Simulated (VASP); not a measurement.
# SiO2 (P4_2/mnm) in VASP: further runs

SiO2 is run at these levels: PBE; tasks: single point.

Program: VASP 6.6.1. These are calculated values, not measurements. Logs are shortened: lines on timing, memory, paths and dates and some standing lists are left out, and cuts for length are marked.

**1. The cell of the first run**

Symmetry: P4_2/mnm, No. 136, tetragonal system. The conventional cell has a = 3.997 Å, b = 3.997 Å, c = 2.779 Å, α = 90.00°, β = 90.00°, γ = 90.00°. Si (site symmetry mmm) has 6 O at 1.74 to 1.77 Å within 2.3 Å. Within 2.3 Å of O (site symmetry m2m) lie 3 Si at 1.74 to 1.77 Å and 1 O at 2.18 Å.

**2. Single point, PBE (7.40 Å³/atom)**

INCAR

```
PREC = Accurate
ENCUT = 520
EDIFF = 1E-6
ISMEAR = 0
SIGMA = 0.05
LREAL = False
LASPH = True
NELM = 80
ALGO = Normal
ISIF = 2
LWAVE = False
LCHARG = False
GGA = PE
NBANDS = 25
```

KPOINTS

```
Automatic mesh
0
Gamma
  6 6 10
```

POSCAR

```
SiO2
1.0
    3.9974087663      0.0000000000      0.0000000000
    0.0000000000      3.9974087663      0.0000000000
    0.0000000000      0.0000000000      2.7785988334
Si O
2 4
Direct
    0.5000000000      0.5000000000      0.5000000000
    0.0000000000      0.0000000000      0.0000000000
    0.6930127928      0.6930127928      0.0000000000
    0.1930127928      0.8069872072      0.5000000000
    0.3069872072      0.3069872072      0.0000000000
    0.8069872072      0.1930127928      0.5000000000
```

Potentials or basis: VASP PAW PBE potentials, release 64 (Si, O).

Command:

```
cat potpaw_PBE.64/Si/POTCAR potpaw_PBE.64/O/POTCAR > POTCAR
mpirun -np 1 vasp_std > vasp.out
```

OUTCAR:

```text
PREC = Accurate
   ENCUT = 520
   EDIFF = 1E-6
   ISMEAR = 0
   LREAL = False
   LASPH = True
   NELM = 80
   ISIF = 2
   GGA = PE

 ion  position               nearest neighbor table
   1  0.500  0.500  0.500-   4 1.74   6 1.74   5 1.77   3 1.77   3 1.77   5 1.77
   2  0.000  0.000  0.000-   3 1.74   5 1.74   4 1.77   6 1.77   4 1.77   6 1.77
   3  0.693  0.693  0.000-   2 1.74   1 1.77   1 1.77
   4  0.193  0.807  0.500-   1 1.74   2 1.77   2 1.77
   5  0.307  0.307  0.000-   2 1.74   1 1.77   1 1.77
   6  0.807  0.193  0.500-   1 1.74   2 1.77   2 1.77

  LATTYP: Found a simple tetragonal cell.
 ALAT       =     3.9974087663
 C/A-ratio  =     0.6951000000

  Lattice vectors:

 A1 = (   3.9974087663,   0.0000000000,   0.0000000000)
 A2 = (   0.0000000000,   3.9974087663,   0.0000000000)
 A3 = (   0.0000000000,   0.0000000000,   2.7785988334)

Analysis of symmetry for initial positions (statically):
=====================================================================
 Subroutine PRICEL returns:
 Original cell was already a primitive cell.

 Routine SETGRP: Setting up the symmetry group for a
 simple tetragonal supercell.

 Subroutine GETGRP returns: Found 16 space group operations
 (whereof  8 operations were pure point group operations)
 out of a pool of 16 trial point group operations.

The static configuration has the point symmetry D_2h.
 The point group associated with its full space group is D_4h.

Analysis of symmetry for dynamics (positions and initial velocities):
=====================================================================
 Subroutine PRICEL returns:
 Original cell was already a primitive cell.

 Routine SETGRP: Setting up the symmetry group for a
 simple tetragonal supercell.

 Subroutine GETGRP returns: Found 16 space group operations
 (whereof  8 operations were pure point group operations)
 out of a pool of 16 trial point group operations.

The dynamic configuration has the point symmetry D_2h.
 The point group associated with its full space group is D_4h.

 Subroutine INISYM returns: Found 16 space group operations
 (whereof  8 operations are pure point group operations),
 and found     1 'primitive' translations

----------------------------------------------------------------------------------------

                                     Primitive cell

  volume of cell :      44.4000

  direct lattice vectors                    reciprocal lattice vectors
     3.997408766  0.000000000  0.000000000     0.250162057  0.000000000  0.000000000
     0.000000000  3.997408766  0.000000000     0.000000000  0.250162057  0.000000000
     0.000000000  0.000000000  2.778598833     0.000000000  0.000000000  0.359893623

  length of vectors
     3.997408766  3.997408766  2.778598833     0.250162057  0.250162057  0.359893623

  position of ions in fractional coordinates (direct lattice)
     0.500000000  0.500000000  0.500000000
     0.000000000  0.000000000  0.000000000
     0.693012793  0.693012793  0.000000000
     0.193012793  0.806987207  0.500000000
     0.306987207  0.306987207  0.000000000
     0.806987207  0.193012793  0.500000000

  ion indices of the primitive-cell ions
   primitive index   ion index
                 1           1
                 2           2
                 3           3
                 4           4
                 5           5
                 6           6

----------------------------------------------------------------------------------------

 KPOINTS: Automatic mesh

Automatic generation of k-mesh.
 Grid dimensions read from file:
 generate k-points for:    6    6   10

 Generating k-lattice:

  Cartesian coordinates                     Fractional coordinates (reciprocal lattice)
     0.041693676  0.000000000  0.000000000     0.166666667  0.000000000  0.000000000
     0.000000000  0.041693676  0.000000000     0.000000000  0.166666667  0.000000000
     0.000000000  0.000000000  0.035989362     0.000000000  0.000000000  0.100000000

  Length of vectors
     0.041693676  0.041693676  0.035989362

  Shift w.r.t. Gamma in fractional coordinates (k-lattice)
     0.000000000  0.000000000  0.000000000

 Subroutine IBZKPT returns following result:
 ===========================================

 Found     60 irreducible k-points:

 Following reciprocal coordinates:
            Coordinates               Weight
  0.000000  0.000000  0.000000      1.000000
  0.166667  0.000000  0.000000      4.000000
  0.333333  0.000000  0.000000      4.000000
  0.500000  0.000000  0.000000      2.000000
  0.166667  0.166667  0.000000      4.000000
  0.333333  0.166667  0.000000      8.000000
[... 16 lines left out ...]
  0.333333  0.000000  0.200000      8.000000
  0.500000  0.000000  0.200000      4.000000
 [... further k-points ...]
   k-points           NKPTS =     60   k-points in BZ     NKDIM =     60   number of bands    NBANDS=     25
   number of dos      NEDOS =    301   number of ions     NIONS =      6
   total plane-waves  NPLWV =  21600
   dimension x,y,z NGX =    30 NGY =   30 NGZ =   24
   dimension x,y,z NGXF=    60 NGYF=   60 NGZF=   48
   ions per type =               2   4
   NGX,Y,Z   is equivalent  to a cutoff of  12.48, 12.48, 14.36 a.u.
   NGXF,Y,Z  is equivalent  to a cutoff of  24.95, 24.95, 28.72 a.u.
 SYSTEM =  unknown system
   PREC   = accura    normal or accurate (medium, high low for compatibility)
   ISTART =      0    job   : 0-new  1-cont  2-samecut
   ICHARG =      2    charge: 1-file 2-atom 10-const
   ISPIN  =      1    spin polarized calculation?
   LNONCOLLINEAR =      F non collinear calculations
   LSORBIT =      F    spin-orbit coupling
   LASPH  =      T    aspherical Exc in radial PAW
   ENCUT  =  520.0 eV  38.22 Ry    6.18 a.u.   7.43  7.43  5.17*2*pi/ulx,y,z
   NELM   =     80;   NELMIN=  2; NELMDL= -5     # of ELM steps
   EDIFF  = 0.1E-05   stopping-criterion for ELM
   LREAL  =      F    real-space projection
   EDIFFG = 0.1E-04   stopping-criterion for IOM
   NSW    =      0    number of steps for IOM
   IBRION =     -1    ionic relax: 0-MD 1-quasi-New 2-CG
   NFREE  =      0    steps in history (QN), initial steepest desc. (CG)
   ISIF   =      2    stress and relaxation
   ISYM   =      2    0-nonsym 1-usesym 2-fastsym
   POTIM  = 0.5000    time-step for ionic-motion
   TEBEG  =    0.0;   TEEND  =   0.0 temperature during run
   PSTRESS=    0.0 pullay stress
   NELECT =      32.0000    total number of electrons
   NUPDOWN=      -1.0000    fix difference up-down
   EMIN   =  10.00;   EMAX   =-10.00  energy-range for DOS
   EFERMI =   0.00;   METHOD = LEGACY
   ISMEAR =     0;   SIGMA  =   0.05  broadening in eV -4-tet -1-fermi 0-gaus
   EFERMI_NEDOS =   21; number of points for ismear=-14 and -15
   IALGO  =     38    algorithm
   IMIX   =      4    mixing-type and parameters
     AMIX     =   0.40;   BMIX     =  1.00
     AMIX_MAG =   1.60;   BMIX_MAG =  1.00
  volume/ion in A,a.u.               =       7.40        49.94
  Fermi-wavevector in a.u.,A,eV,Ry     =   1.467790  2.773720 29.312481  2.154407
  Thomas-Fermi vector in A             =   2.583365
   LORBIT       =      0    0 simple, 1 ext, 2 COOP (PROOUT), +10 PAW based schemes
   GGA     = PE    functional components
   LHFCALC =     F    Hartree Fock is set to
   AEXX    =    0.0000 exact exchange contribution
   IVDW    =     0    specifies the selected vdW correction
   LEPSILON=     F    determine dielectric tensor
   LRPA    =     F    only Hartree local field effects (RPA)
 non-spin polarized calculation
 Gauss-broadening in eV      SIGMA  =   0.05
  energy-cutoff  :      520.00
  volume of cell :       44.40
 maximum number of plane-waves:      1234
 NGX is ok and might be reduce to    30
   NGX = 15   NGY = 15   NGZ = 11

 number of electron      32.0000027 magnetization

 Free energy of the ion-electron system (eV)
  ---------------------------------------------------
  ext. energy  EPLUGINS =         0.00000000
  ---------------------------------------------------
  free energy    TOTEN  =       -45.71828495 eV

  energy without entropy =      -45.71828495  energy(sigma->0) =      -45.71828495

 E-fermi :   9.1724     XC(G=0): -12.5551

 val. band max:        8.9497509470   @ k =   0.0000   0.0000   0.0000
 cond. band min:      14.6560376418   @ k =   0.0000   0.0000   0.0000
 fundamental gap:      5.7062866948
 Fermi energy:         9.1723646614

 k-point     1 :       0.0000    0.0000    0.0000
  band No.  band energies     occupation
      1     -14.0213      2.00000
      2      -9.9216      2.00000
      3      -9.9216      2.00000
      4      -9.6004      2.00000
      5      -2.0999      2.00000
      6       2.4117      2.00000
[... 17 lines left out ...]
     24      24.8180      0.00000
     25      25.4083      0.00000

 k-point     2 :       0.1667    0.0000    0.0000
  band No.  band energies     occupation
      1     -13.8561      2.00000
      2     -10.6448      2.00000
      3      -9.8407      2.00000
      4      -9.2412      2.00000
      5      -1.8606      2.00000
      6       1.9216      2.00000
[... 17 lines left out ...]
     24      24.0636      0.00000
     25      25.1770      0.00000

 k-point     3 :       0.3333    0.0000    0.0000
  band No.  band energies     occupation
      1     -13.3735      2.00000
      2     -11.6551      2.00000
      3      -9.6235      2.00000
      4      -9.1612      2.00000
      5      -1.2429      2.00000
      6       0.7118      2.00000
[... 552 lines left out ...]
 k-point    23 :       0.3333    0.0000    0.2000
  band No.  band energies     occupation
      1     -12.9171      2.00000
      2     -11.3301      2.00000
      3      -9.5122      2.00000
      4      -9.2486      2.00000
      5      -0.9558      2.00000
      6       0.9279      2.00000
[... 17 lines left out ...]
     24      22.1578      0.00000
     25      23.5488      0.00000

 k-point    24 :       0.5000    0.0000    0.2000
  band No.  band energies     occupation
      1     -12.2058      2.00000
      2     -12.2058      2.00000
      3      -9.3412      2.00000
      4      -9.3412      2.00000
      5      -0.0164      2.00000
      6      -0.0164      2.00000
[... 17 lines left out ...]
     24      21.4982      0.00000
     25      23.5013      0.00000

 [... further k-points ...]

------------------------ aborting loop because EDIFF is reached ----------------------------------------

  FORCE on cell =-STRESS in cart. coord.  units (eV):
  Direction    XX          YY          ZZ          XY          YZ          ZX
  --------------------------------------------------------------------------------------
  -------------------------------------------------------------------------------------
  Total       10.7299515     10.7299515      0.6671699     -0.0000000      0.0000000      0.0000000
  in kB      387.1911048    387.1911048     24.0748743     -0.0000000      0.0000000      0.0000000
  external PRESSURE =     266.1523613 kB  Pullay stress =       0.0000000 kB

 VOLUME and BASIS-vectors are now :
 -----------------------------------------------------------------------------
  energy-cutoff  :      520.00
  volume of cell :       44.40
      direct lattice vectors                 reciprocal lattice vectors
     3.997408766  0.000000000  0.000000000     0.250162057  0.000000000  0.000000000
     0.000000000  3.997408766  0.000000000     0.000000000  0.250162057  0.000000000
     0.000000000  0.000000000  2.778598833     0.000000000  0.000000000  0.359893623

 POSITION                                       TOTAL-FORCE (eV/Angst)
 -----------------------------------------------------------------------------------
      1.99870      1.99870      1.38930        -0.000000     -0.000000      0.000000
      0.00000      0.00000      0.00000        -0.000000     -0.000000      0.000000
      2.77026      2.77026      0.00000         0.658737      0.658737      0.000000
      0.77155      3.22586      1.38930         0.658737     -0.658737      0.000000
      1.22715      1.22715      0.00000        -0.658737     -0.658737      0.000000
      3.22586      0.77155      1.38930        -0.658737      0.658737      0.000000
 -----------------------------------------------------------------------------------
    total drift:                               -0.000000      0.000000     -0.000000

  FREE ENERGIE OF THE ION-ELECTRON SYSTEM (eV)
  ---------------------------------------------------
  free  energy   TOTEN  =       -45.7182849534 eV

  energy  without entropy=      -45.7182849534  energy(sigma->0) =      -45.71828495
```

Wall time 62 s (1 thread of Intel Xeon 8259CL, shared host); peak memory 0.18 GiB.

Results:

```yaml
Free_energy: -45.7183 eV
Pressure: 26.6 GPa
Largest_force: 0.932 eV/Å
Band_gap_on_the_k_mesh: 5.71 eV
```

Forces on the atoms (eV/Å):
```
Si   0.000  0.000  0.000
Si   0.000  0.000  0.000
O    0.659  0.659  0.000
O    0.659 -0.659  0.000
O   -0.659 -0.659  0.000
O   -0.659  0.659  0.000
```

Caveat: the cell stands under pressure. A k mesh can miss the band edges.

(Continued in part 2 of 2.)
